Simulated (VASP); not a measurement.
A run of VASP 6.6.1 is set up as follows.

File INCAR:

```
PREC = Accurate
ENCUT = 520
EDIFF = 1E-6
ISMEAR = -1
SIGMA = 0.5817
LREAL = Auto
LASPH = T
NELM = 120
ALGO = Normal
ISIF = 2
LWAVE = F
LCHARG = F
GGA = PE
IVDW = 12
ISYM = -1
NBANDS = 61
GGA_COMPAT = F
```

File KPOINTS:

```
explicit points
1
Reciprocal
  0.25000000   0.25000000   0.25000000 1
```

File POSCAR:

```
C
1.0
    5.9111080000      0.1283830000     -0.2596240000
    0.1283830000      5.8482670000     -0.1913210000
   -0.2596240000     -0.1913210000      6.0554800000
C
22
Direct
    0.5566992798      0.5647001502      0.1791647386
    0.3289068728     -0.5109591835      0.5207861137
    0.4123143358      0.9317434368      1.5210904475
    0.1514093416      0.0503494302      0.9666439989
   -0.3933269252      0.2952465017      1.1239742756
   -0.0531535740      1.0849512048      0.6449125430
   -0.0436931982      0.6133089312      0.6068592540
    0.5501919359     -0.3384963759      0.5101484219
    0.1490041570      0.4524548713      0.6360435793
    1.1039020749      0.1959251946      0.7718656616
    1.0821239403      0.1973871953      1.1582698087
    0.1023155575      0.5562318587      1.1120891176
    0.4571964036      1.6929286855      0.9527454418
    0.7112700963      0.5384552242      0.6839808866
    0.1991888420      0.5447380693      0.8910842800
    0.2182418826      0.6596952278      1.3149438824
    0.2875133021     -0.0609168532      0.3010218315
   -0.0699355013     -0.3003203903      1.3632933257
    0.3645168013     -0.0557191073      0.0006039281
    0.6500156681      0.0322135038      1.5558518544
    0.7419745035      0.2759315135      0.5722480929
    0.4005933033      0.2463356724      1.0816280168
```

Potentials or basis: VASP PAW PBE potentials, release 64 (C).

The run is started by

```console
$ cat potpaw_PBE.64/C/POTCAR > POTCAR
$ mpirun -np 1 vasp_std > vasp.out
```

(1) Estimate the largest force.

(2) What does it give for the dispersion energy per atom?

(3) Estimate the pressure.

Answers

(1) 7.602 eV/Å.

(2) -0.146 eV.

(3) -17.8 GPa.

Caveat: the atoms stand as in a frame of molecular dynamics.
